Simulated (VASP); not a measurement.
Crystal: Ta.

```
Ta
1.0
     0.00000    2.08000    2.08000
     2.08000    0.00000    2.08000
     2.08000    2.08000    0.00000
Ta
1
Direct
  0.00000 0.00000 0.00000
```

This isn't the form of Ta at room conditions, which is bcc.

```yaml
Program: VASP 6.6.1
Task: relaxation of cell and atoms
Functional: LDA
Potentials_or_basis: VASP PAW LDA potentials, release 64 (Ta_pv)
Cutoff: 500 eV
k_mesh: 7 × 7 × 7
Occupations: fermi-dirac, width 0.05 eV
Spin: no spin polarisation
```

At the start: pressure -3.4 GPa; volume 18.00 Å³/atom.

Where does the relaxation end?

Over 3 steps the energy falls by 3.1 meV/atom and the volume is 17.71 Å³/atom (-1.6 %); space group Fm-3m (No. 225, to 0.1 Å) before and after.

Step by step:
| step | energy change (eV) | largest force (eV/Å) | pressure (GPa) | volume (Å³) |
| --- | --- | --- | --- | --- |
| 1 | 0.0000 | 0.0000 | -3.41 | 18.00 |
| 2 | 0.0163 | 0.0000 | 9.28 | 17.02 |
| 3 | -0.0031 | 0.0000 | -0.06 | 17.71 |

Final structure:
```yaml
crystal:
  lattice:
    - [0.00000, 2.06901, 2.06901]
    - [2.06901, 0.00000, 2.06901]
    - [2.06901, 2.06901, 0.00000]
  atoms:
    - { symbol: Ta, position: [0.00000, 0.00000, 0.00000] }
```

Caveat: the k points lie up to 0.38 Å⁻¹ apart in the final cell, too coarse for converged energies and pressures of a metal.
